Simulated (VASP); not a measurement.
Input of a VASP 6.6.1 run:

Contents of INCAR:

```
SYSTEM = H5C16F
  ALGO = Normal
  EDIFF = 1E-6
  ENCUT = 520
  GGA = PE
  ISIF = 2
  ISMEAR = 0
  IVDW = 12
  LASPH = .True.
  LCHARG = .False.
  LREAL = Auto
  LWAVE = .False.
  NBANDS = 55
  NELM = 80
  PREC = Accurate
  SIGMA = 0.05
```

The input KPOINTS:

```
k-points
0
Gamma
  3 3 1
  0 0 0
```

File POSCAR:

```
H5C16F
1.0
    5.0487420000      0.0000000000      0.0000000000
    2.5243710000      4.3723390000      0.0000000000
    0.0000000000      0.0000000000     16.6764260000
H C F
5 16 1
Direct
    0.1666666650      0.1666666700      0.0599648900
    0.6666666650      0.1666666700      0.0599648900
    0.1666666300      0.6666667000      0.0599648900
    0.6666666700      0.6666667000      0.0599648900
    0.0085445188      0.4829109624      0.3475315564
    0.1666666650      0.1666666700      0.1259262600
    0.6666666650      0.1666666700      0.1259262600
    0.1666666300      0.6666667000      0.1259262600
    0.6666666700      0.6666667000      0.1259262600
   -0.1666666950      0.3333333500      0.1568252800
    0.3333333450      0.3333333500      0.1568252800
   -0.1666666850      0.8333333700      0.1568252800
    0.3333333150      0.8333333700      0.1568252800
   -0.1615896639      0.3249068387      0.2506437963
    0.3366828251      0.3249068387      0.2506437963
   -0.1646519672      0.8293039343      0.2559597344
    0.3356448429      0.8287103141      0.2531682177
    0.0040868780     -0.0081886145      0.2718380509
    0.5041017365     -0.0081886145      0.2718380509
    0.0046743907      0.4906512186      0.2818630442
    0.5050067464      0.4899865073      0.2801794934
    0.5089991759      0.4820016483      0.3644006251
```

Potentials or basis: VASP PAW PBE potentials, release 64 (H, C, F).

Command:

```bash
$ cat potpaw_PBE.64/H/POTCAR potpaw_PBE.64/C/POTCAR potpaw_PBE.64/F/POTCAR > POTCAR
$ mpirun -np 1 vasp_std > vasp.out
```

Estimate the dispersion energy per atom.

-0.107 eV.

Estimate the largest force.

1.688 eV/Å.

Forces on the atoms (eV/Å):
```
H    0.000 -0.025 -0.110
H    0.000 -0.041 -0.086
H   -0.054  0.041 -0.138
H    0.054  0.041 -0.138
H    0.000 -0.002  0.025
C    0.000 -0.007  1.364
C    0.000 -0.014  1.442
C    0.053 -0.033  1.332
C   -0.053 -0.033  1.332
C   -0.013  0.212 -1.074
C    0.013  0.212 -1.074
C    0.000  0.069 -1.328
C    0.000 -0.434 -1.631
C    0.001  0.012  0.001
C   -0.001  0.012  0.001
C    0.000 -0.014 -0.001
C    0.000 -0.005 -0.001
C    0.003  0.005  0.023
C   -0.003  0.005  0.023
C    0.000  0.002  0.004
C    0.000  0.008 -0.269
F    0.000 -0.009  0.302
```

Caveat: the k points lie up to 0.48 Å⁻¹ apart.
